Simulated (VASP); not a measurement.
# BN (Imm2) in VASP: notebook

BN is run at these levels: r2SCAN; tasks: single point.

All numbers are computed with VASP 6.6.1; they aren't measurements. Logs are shortened: lines on timing, memory, paths and dates and some standing lists are left out, and cuts for length are marked.

**1. The cell of the first run**

The structure is orthorhombic, space group Imm2 (No. 44). The conventional cell has a = 2.552 Å, b = 2.552 Å, c = 3.610 Å, α = 90.00°, β = 90.00°, γ = 90.00°. Within 2.0 Å of B (site symmetry mm2) lie 4 N at 1.52 to 1.61 Å. N (site symmetry mm2) has 4 B at 1.52 to 1.61 Å within 2.0 Å.

**2. Single point, r2SCAN (all B atoms moved +0.075 Å, as atom 1 along Cartesian [0 0 1])**

Contents of POSCAR:

```
BN
1.0
    0.0000000000      1.8048137558      1.8048137558
    1.8048137558      0.0000000000      1.8048137558
    1.8048137558      1.8048137558      0.0000000000
B N
1 1
Direct
    0.0207777672      0.0207777672     -0.0207777672
    0.7500000000      0.7500000000      0.7500000000
```

Contents of INCAR.step1:

```
PREC = Accurate
ENCUT = 520
ISMEAR = 0
SIGMA = 0.05
LREAL = F
LASPH = T
NELM = 80
NBANDS = 11
GGA = PE
ALGO = Normal
EDIFF = 1E-4
LWAVE = T
LCHARG = F
```

Contents of INCAR.step2:

```
PREC = Accurate
ENCUT = 520
EDIFF = 1E-7
ISMEAR = 0
SIGMA = 0.05
LREAL = F
LASPH = T
NELM = 80
ALGO = Normal
ISIF = 2
LWAVE = F
LCHARG = F
METAGGA = R2SCAN
LMIXTAU = T
NBANDS = 11
ISTART = 1
```

Contents of KPOINTS:

```
Automatic mesh
0
Gamma
  12 12 12
```

Potentials or basis: VASP PAW PBE potentials, release 64 (B, N).

Command:

```
> cat potpaw_PBE.64/B/POTCAR potpaw_PBE.64/N/POTCAR > POTCAR
> cp INCAR.step1 INCAR
> mpirun -np 1 vasp_std > vasp.out
> cp INCAR.step2 INCAR
> mpirun -np 1 vasp_std > vasp.out
```

OUTCAR:

```text
PREC = Accurate
   ENCUT = 520
   EDIFF = 1E-7
   ISMEAR = 0
   LREAL = F
   LASPH = T
   NELM = 80
   ISIF = 2
   METAGGA = R2SCAN
   ISTART = 1

 ion  position               nearest neighbor table
   1  0.021  0.021  0.979-   2 1.52   2 1.52   2 1.61   2 1.61
   2  0.750  0.750  0.750-   1 1.52   1 1.52   1 1.61   1 1.61

  LATTYP: Found a face centered cubic cell.
 ALAT       =     3.6096275116

  Lattice vectors:

 A1 = (   0.0000000000,   1.8048137558,   1.8048137558)
 A2 = (   1.8048137558,   0.0000000000,   1.8048137558)
 A3 = (   1.8048137558,   1.8048137558,   0.0000000000)

Analysis of symmetry for initial positions (statically):
=====================================================================
 Subroutine PRICEL returns:
 Original cell was already a primitive cell.

 Routine SETGRP: Setting up the symmetry group for a
 face centered cubic supercell.

 Subroutine GETGRP returns: Found  4 space group operations
 (whereof  4 operations were pure point group operations)
 out of a pool of 48 trial point group operations.

The static configuration has the point symmetry C_2v.

Analysis of symmetry for dynamics (positions and initial velocities):
=====================================================================
 Subroutine PRICEL returns:
 Original cell was already a primitive cell.

 Routine SETGRP: Setting up the symmetry group for a
 face centered cubic supercell.

 Subroutine GETGRP returns: Found  4 space group operations
 (whereof  4 operations were pure point group operations)
 out of a pool of 48 trial point group operations.

The dynamic configuration has the point symmetry C_2v.

 Subroutine INISYM returns: Found  4 space group operations
 (whereof  4 operations are pure point group operations),
 and found     1 'primitive' translations

----------------------------------------------------------------------------------------

                                     Primitive cell

  volume of cell :      11.7578

  direct lattice vectors                    reciprocal lattice vectors
     0.000000000  1.804813756  1.804813756    -0.277036896  0.277036896  0.277036896
     1.804813756  0.000000000  1.804813756     0.277036896 -0.277036896  0.277036896
     1.804813756  1.804813756  0.000000000     0.277036896  0.277036896 -0.277036896

  length of vectors
     2.552392091  2.552392091  2.552392091     0.479841979  0.479841979  0.479841979

  position of ions in fractional coordinates (direct lattice)
     0.020777767  0.020777767  0.979222233
     0.750000000  0.750000000  0.750000000

  ion indices of the primitive-cell ions
   primitive index   ion index
                 1           1
                 2           2

----------------------------------------------------------------------------------------

 KPOINTS: Automatic mesh

Automatic generation of k-mesh.
 Grid dimensions read from file:
 generate k-points for:   12   12   12

 Generating k-lattice:

  Cartesian coordinates                     Fractional coordinates (reciprocal lattice)
    -0.023086408  0.023086408  0.023086408     0.083333333  0.000000000  0.000000000
     0.023086408 -0.023086408  0.023086408     0.000000000  0.083333333  0.000000000
     0.023086408  0.023086408 -0.023086408     0.000000000  0.000000000  0.083333333

  Length of vectors
     0.039986832  0.039986832  0.039986832

  Shift w.r.t. Gamma in fractional coordinates (k-lattice)
     0.000000000  0.000000000  0.000000000

 Subroutine IBZKPT returns following result:
 ===========================================

 Found    280 irreducible k-points:

 Following reciprocal coordinates:
            Coordinates               Weight
  0.000000  0.000000  0.000000      1.000000
  0.083333  0.000000  0.000000      4.000000
  0.000000  0.000000  0.083333      4.000000
  0.166667  0.000000  0.000000      4.000000
  0.000000  0.000000  0.166667      4.000000
  0.250000  0.000000  0.000000      4.000000
[... 16 lines left out ...]
  0.083333  0.083333 -0.166667      4.000000
  0.333333  0.083333  0.000000      4.000000
 [... further k-points ...]
   k-points           NKPTS =    280   k-points in BZ     NKDIM =    280   number of bands    NBANDS=     11
   number of dos      NEDOS =    301   number of ions     NIONS =      2
   total plane-waves  NPLWV =   8000
   dimension x,y,z NGX =    20 NGY =   20 NGZ =   20
   dimension x,y,z NGXF=    40 NGYF=   40 NGZF=   40
   ions per type =               1   1
   NGX,Y,Z   is equivalent  to a cutoff of  13.03, 13.03, 13.03 a.u.
   NGXF,Y,Z  is equivalent  to a cutoff of  26.05, 26.05, 26.05 a.u.
 SYSTEM =  unknown system
   PREC   = accura    normal or accurate (medium, high low for compatibility)
   ISTART =      1    job   : 0-new  1-cont  2-samecut
   ICHARG =      0    charge: 1-file 2-atom 10-const
   ISPIN  =      1    spin polarized calculation?
   LNONCOLLINEAR =      F non collinear calculations
   LSORBIT =      F    spin-orbit coupling
   LASPH  =      T    aspherical Exc in radial PAW
   ENCUT  =  520.0 eV  38.22 Ry    6.18 a.u.   4.75  4.75  4.75*2*pi/ulx,y,z
   NELM   =     80;   NELMIN=  2; NELMDL=  0     # of ELM steps
   EDIFF  = 0.1E-06   stopping-criterion for ELM
   LREAL  =      F    real-space projection
   EDIFFG = 0.1E-05   stopping-criterion for IOM
   NSW    =      0    number of steps for IOM
   IBRION =     -1    ionic relax: 0-MD 1-quasi-New 2-CG
   NFREE  =      0    steps in history (QN), initial steepest desc. (CG)
   ISIF   =      2    stress and relaxation
   ISYM   =      2    0-nonsym 1-usesym 2-fastsym
   POTIM  = 0.5000    time-step for ionic-motion
   TEBEG  =    0.0;   TEEND  =   0.0 temperature during run
   PSTRESS=    0.0 pullay stress
   NELECT =       8.0000    total number of electrons
   NUPDOWN=      -1.0000    fix difference up-down
   EMIN   =  10.00;   EMAX   =-10.00  energy-range for DOS
   EFERMI =   0.00;   METHOD = LEGACY
   ISMEAR =     0;   SIGMA  =   0.05  broadening in eV -4-tet -1-fermi 0-gaus
   EFERMI_NEDOS =   21; number of points for ismear=-14 and -15
   IALGO  =     38    algorithm
   IMIX   =      4    mixing-type and parameters
     AMIX     =   0.40;   BMIX     =  1.00
     AMIX_MAG =   1.60;   BMIX_MAG =  1.00
  volume/ion in A,a.u.               =       5.88        39.67
  Fermi-wavevector in a.u.,A,eV,Ry     =   1.439889  2.720996 28.208703  2.073281
  Thomas-Fermi vector in A             =   2.558695
   LORBIT       =      0    0 simple, 1 ext, 2 COOP (PROOUT), +10 PAW based schemes
   METAGGA = R2SCAN    functional components
   LHFCALC =     F    Hartree Fock is set to
   AEXX    =    0.0000 exact exchange contribution
   IVDW    =     0    specifies the selected vdW correction
   LEPSILON=     F    determine dielectric tensor
   LRPA    =     F    only Hartree local field effects (RPA)
 non-spin polarized calculation
 Gauss-broadening in eV      SIGMA  =   0.05
  energy-cutoff  :      520.00
  volume of cell :       11.76
 maximum number of plane-waves:       332
   NGX =  9   NGY =  9   NGZ =  9

 number of electron       7.9999999 magnetization

 Free energy of the ion-electron system (eV)
  ---------------------------------------------------
  ext. energy  EPLUGINS =         0.00000000
  ---------------------------------------------------
  free energy    TOTEN  =       -19.10310189 eV

  energy without entropy =      -19.10310189  energy(sigma->0) =      -19.10310189

 E-fermi :   8.1596     XC(G=0): -13.6690

 val. band max:        7.9231051493   @ k =   0.0000   0.0000   0.0000
 cond. band min:      12.2085725431   @ k =   0.0000   0.5000   0.5000
 fundamental gap:      4.2854673939
 Fermi energy:         8.1595521653

 k-point     1 :       0.0000    0.0000    0.0000
  band No.  band energies     occupation
      1     -14.0501      2.00000
      2       6.5389      2.00000
      3       7.3481      2.00000
      4       7.9231      2.00000
      5      16.4286      0.00000
      6      16.7509      0.00000
      7      17.4715      0.00000
      8      18.4633      0.00000
      9      33.4623      0.00000
     10      36.0850      0.00000
     11      36.1114      0.00000

 k-point     2 :       0.0833    0.0000    0.0000
  band No.  band energies     occupation
      1     -13.8755      2.00000
      2       5.7989      2.00000
      3       7.0066      2.00000
      4       7.7221      2.00000
      5      16.7094      0.00000
      6      16.9247      0.00000
      7      17.6842      0.00000
      8      19.1840      0.00000
      9      33.2051      0.00000
     10      33.7274      0.00000
     11      34.0125      0.00000

 k-point     3 :       0.0000    0.0000    0.0833
  band No.  band energies     occupation
      1     -13.8738      2.00000
      2       6.3724      2.00000
      3       6.6062      2.00000
      4       7.4752      2.00000
      5      16.6190      0.00000
      6      17.1578      0.00000
      7      17.7582      0.00000
      8      18.9504      0.00000
      9      33.2042      0.00000
     10      34.1038      0.00000
     11      34.1549      0.00000

 k-point     4 :       0.1667    0.0000    0.0000
  band No.  band energies     occupation
      1     -13.3589      2.00000
      2       3.7964      2.00000
      3       6.4341      2.00000
      4       7.2390      2.00000
      5      17.2188      0.00000
      6      17.3406      0.00000
      7      18.4152      0.00000
      8      20.6753      0.00000
      9      32.0315      0.00000
     10      32.1971      0.00000
     11      32.7942      0.00000

 k-point     5 :       0.0000    0.0000    0.1667
  band No.  band energies     occupation
      1     -13.3521      2.00000
      2       4.3782      2.00000
      3       5.9585      2.00000
      4       6.9928      2.00000
      5      16.9779      0.00000
      6      17.7504      0.00000
      7      18.4411      0.00000
      8      20.2686      0.00000
      9      32.4183      0.00000
     10      32.4994      0.00000
     11      32.9366      0.00000
[... 211 lines left out ...]
 k-point    21 :       0.0000    0.2500    0.0833
  band No.  band energies     occupation
      1     -12.6876      2.00000
      2       2.1602      2.00000
      3       5.4509      2.00000
      4       6.6707      2.00000
      5      16.9001      0.00000
      6      18.2302      0.00000
      7      19.6480      0.00000
      8      21.7021      0.00000
      9      28.8722      0.00000
     10      33.6386      0.00000
     11      33.9380      0.00000

 k-point    22 :       0.0833    0.0000    0.2500
  band No.  band energies     occupation
      1     -12.6747      2.00000
      2       2.6662      2.00000
      3       5.3017      2.00000
      4       6.1320      2.00000
      5      16.8020      0.00000
      6      18.8983      0.00000
      7      19.2537      0.00000
      8      21.0423      0.00000
      9      29.1852      0.00000
     10      34.0406      0.00000
     11      34.6505      0.00000

 k-point    23 :       0.0833    0.0833   -0.1667
  band No.  band energies     occupation
      1     -12.6759      2.00000
      2       2.6184      2.00000
      3       4.9984      2.00000
      4       6.5311      2.00000
      5      16.8958      0.00000
      6      18.2033      0.00000
      7      19.7915      0.00000
      8      21.2528      0.00000
      9      29.1091      0.00000
     10      34.0225      0.00000
     11      34.2312      0.00000

 k-point    24 :       0.3333    0.0833    0.0000
  band No.  band energies     occupation
      1     -11.6804      2.00000
      2      -0.2233      2.00000
      3       5.3094      2.00000
      4       5.6560      2.00000
      5      17.4041      0.00000
      6      19.0827      0.00000
      7      19.7921      0.00000
      8      22.3264      0.00000
      9      29.4088      0.00000
     10      33.5419      0.00000
     11      34.5658      0.00000

 [... further k-points ...]
[... 5 lines left out ...]
  --------------------------------------------------------------------------------------
  -------------------------------------------------------------------------------------
  Total        0.2234677      0.2234677      0.1699040     -0.0808355      0.0000000      0.0000000
  in kB       30.4507615     30.4507615     23.1519162    -11.0150195      0.0000000      0.0000000
  external PRESSURE =      28.0178131 kB  Pullay stress =       0.0000000 kB

 VOLUME and BASIS-vectors are now :
 -----------------------------------------------------------------------------
  energy-cutoff  :      520.00
  volume of cell :       11.76
      direct lattice vectors                 reciprocal lattice vectors
     0.000000000  1.804813756  1.804813756    -0.277036896  0.277036896  0.277036896
     1.804813756  0.000000000  1.804813756     0.277036896 -0.277036896  0.277036896
     1.804813756  1.804813756  0.000000000     0.277036896  0.277036896 -0.277036896

 POSITION                                       TOTAL-FORCE (eV/Angst)
 -----------------------------------------------------------------------------------
      1.80481      1.80481      0.07500         0.000000      0.000000     -1.814578
      2.70722      2.70722      2.70722         0.000000      0.000000      1.814578
 -----------------------------------------------------------------------------------
    total drift:                               -0.000000     -0.000000      0.000008

  FREE ENERGIE OF THE ION-ELECTRON SYSTEM (eV)
  ---------------------------------------------------
  free  energy   TOTEN  =       -19.1031018884 eV

  energy  without entropy=      -19.1031018884  energy(sigma->0) =      -19.10310189
```

Wall time 58 s (1 thread of Intel Xeon 6975P-C (Granite Rapids), shared host); peak memory 0.14 GiB.

Results:

- Free energy: -19.1031 eV
- Pressure: 2.8 GPa
- Largest force: 1.815 eV/Å
- Band gap on the k mesh: 4.29 eV, indirect (least direct gap 8.51 eV)

Forces on the atoms (eV/Å):
```
B    0.000  0.000 -1.815
N    0.000  0.000  1.815
```

Caveat: the cell differs from its parent crystal (all B atoms moved +0.075 Å, as atom 1 along Cartesian [0 0 1]); the PAW data sets were made with another functional, which shifts forces and pressure a little.

**3. Single point, r2SCAN (all B atoms moved +0.113 Å, as atom 1 along Cartesian [0 0 1])**

Edit POSCAR of step 2 so:

```diff
@@ -8,3 +8,3 @@
 Direct
-    0.0207777672      0.0207777672     -0.0207777672
+    0.0311666508      0.0311666508     -0.0311666508
     0.7500000000      0.7500000000      0.7500000000
```

Contents of INCAR.step1:

```
SYSTEM = BN
  PREC = Accurate
  ENCUT = 520
  ISMEAR = 0
  SIGMA = 0.05
  LREAL = .FALSE.
  LASPH = .TRUE.
  NELM = 80
  NBANDS = 11
  GGA = PE
  ALGO = Normal
  EDIFF = 1E-4
  LWAVE = .TRUE.
  LCHARG = .FALSE.
```

Contents of INCAR.step2:

```
SYSTEM = BN
  PREC = Accurate
  ENCUT = 520
  EDIFF = 1E-6
  ISMEAR = 0
  SIGMA = 0.05
  LREAL = .FALSE.
  LASPH = .TRUE.
  NELM = 80
  ALGO = Normal
  ISIF = 2
  LWAVE = .FALSE.
  LCHARG = .FALSE.
  METAGGA = R2SCAN
  LMIXTAU = .TRUE.
  NBANDS = 11
  ISTART = 1
```

Contents of KPOINTS:

```
regular mesh
0
G
  12 12 12
  0 0 0
```

Potentials or basis: VASP PAW PBE potentials, release 64 (B, N).

Command:

```
> cat potpaw_PBE.64/B/POTCAR potpaw_PBE.64/N/POTCAR > POTCAR
> cp INCAR.step1 INCAR
> mpirun -np 1 vasp_std > vasp.out
> cp INCAR.step2 INCAR
> mpirun -np 1 vasp_std > vasp.out
```

Run time: 52 s. Hardware: 1 thread of Intel Xeon 6975P-C (Granite Rapids), shared host; peak memory 0.14 GiB.

The run converged. Its results:

```yaml
Free_energy: -19.0187 eV
Pressure: 4.9 GPa
Largest_force: 2.680 eV/Å
Band_gap_on_the_k_mesh: 3.95 eV, indirect (least direct gap 8.14 eV)
```

Forces in eV/Å, atoms in the order of the input:
```
B    0.000  0.000 -2.680
N    0.000  0.000  2.680
```

Stress tensor (GPa, compression positive):
```
 5.40 -1.70  0.00
-1.70  5.40  0.00
 0.00  0.00  3.76
```

Levels at points of the mesh, in eV from the valence-band top:
```tsv
k point	band 2	band 3	band 4	band 5	band 6	band 7
(0.00, 0.00, 0.00)	-2.05	-0.76	0.00	8.14	8.47	9.68
(0.50, 0.00, 0.00)	-12.19	-3.39	-2.10	9.61	9.66	12.49
(0.00, 0.00, 0.50)	-11.81	-3.84	-2.22	8.76	10.32	11.75
(0.50, 0.50, 0.00)	-10.22	-6.59	-5.54	4.13	9.01	17.65
(0.00, 0.50, 0.50)	-10.29	-5.90	-5.90	3.95	8.62	18.73
```

Caveat: the cell differs from its parent crystal (all B atoms moved +0.113 Å, as atom 1 along Cartesian [0 0 1]); the PAW data sets were made with another functional, which shifts forces and pressure a little. A k mesh can miss the band edges.

**4. Single point, r2SCAN (all B atoms moved +0.037 Å, as atom 1 along Cartesian [0 0 1])**

Edit POSCAR of step 3 so:

```diff
@@ -8,3 +8,3 @@
 Direct
-    0.0311666508      0.0311666508     -0.0311666508
+    0.0103888836      0.0103888836     -0.0103888836
     0.7500000000      0.7500000000      0.7500000000
```

Contents of INCAR.step1:

```
SYSTEM = BN
ALGO = Normal
EDIFF = 1E-4
ENCUT = 520
GGA = PE
ISMEAR = 0
LASPH = .True.
LCHARG = .False.
LREAL = .False.
LWAVE = .True.
NBANDS = 11
NELM = 80
PREC = Accurate
SIGMA = 0.05
```

Contents of INCAR.step2:

```
SYSTEM = BN
ALGO = Normal
EDIFF = 1E-6
ENCUT = 520
ISIF = 2
ISMEAR = 0
ISTART = 1
LASPH = .True.
LCHARG = .False.
LMIXTAU = .True.
LREAL = .False.
LWAVE = .False.
METAGGA = R2SCAN
NBANDS = 11
NELM = 80
PREC = Accurate
SIGMA = 0.05
```

Contents of KPOINTS:

```
k-points
0
Gamma
  12 12 12
  0 0 0
```

Command:

```
> cat potpaw_PBE.64/B/POTCAR potpaw_PBE.64/N/POTCAR > POTCAR
> cp INCAR.step1 INCAR
> mpirun -np 1 vasp_std > vasp.out
> cp INCAR.step2 INCAR
> mpirun -np 1 vasp_std > vasp.out
```

It took 52 s on 1 thread of Intel Xeon 6975P-C (Granite Rapids), shared host; peak memory 0.14 GiB.

It converged, with:

| Property | Result |
| --- | --- |
| Free energy | -19.1544 eV |
| Pressure | 1.6 GPa |
| Largest force | 0.916 eV/Å |
| Band gap on the k mesh | 4.63 eV, indirect (least direct gap 8.98 eV) |

Forces on the atoms (eV/Å):
```
B    0.000  0.000 -0.916
N    0.000  0.000  0.916
```

Stress tensor (GPa, compression positive):
```
 1.63 -0.54  0.00
-0.54  1.63  0.00
 0.00  0.00  1.45
```

Levels at points of the mesh, in eV from the valence-band top:
| k point | band 1 | band 2 | band 3 | band 4 | band 5 | band 6 | band 7 | band 8 |
| --- | --- | --- | --- | --- | --- | --- | --- | --- |
| (0.00, 0.00, 0.00) | -21.68 | -0.70 | -0.32 | 0.00 | 8.98 | 9.19 | 9.51 | 10.81 |
| (0.50, 0.00, 0.00) | -17.37 | -11.52 | -2.54 | -2.07 | 10.46 | 10.81 | 11.74 | 16.24 |
| (0.00, 0.00, 0.50) | -17.36 | -11.39 | -2.66 | -2.15 | 10.33 | 10.83 | 11.53 | 15.98 |
| (0.50, 0.50, 0.00) | -15.93 | -9.68 | -5.64 | -5.29 | 4.65 | 9.51 | 18.70 | 19.33 |
| (0.00, 0.50, 0.50) | -15.94 | -9.69 | -5.44 | -5.44 | 4.63 | 9.47 | 19.03 | 19.05 |

Caveat: the cell differs from its parent crystal (all B atoms moved +0.037 Å, as atom 1 along Cartesian [0 0 1]); the PAW data sets were made with another functional, which shifts forces and pressure a little. A k mesh can miss the band edges.
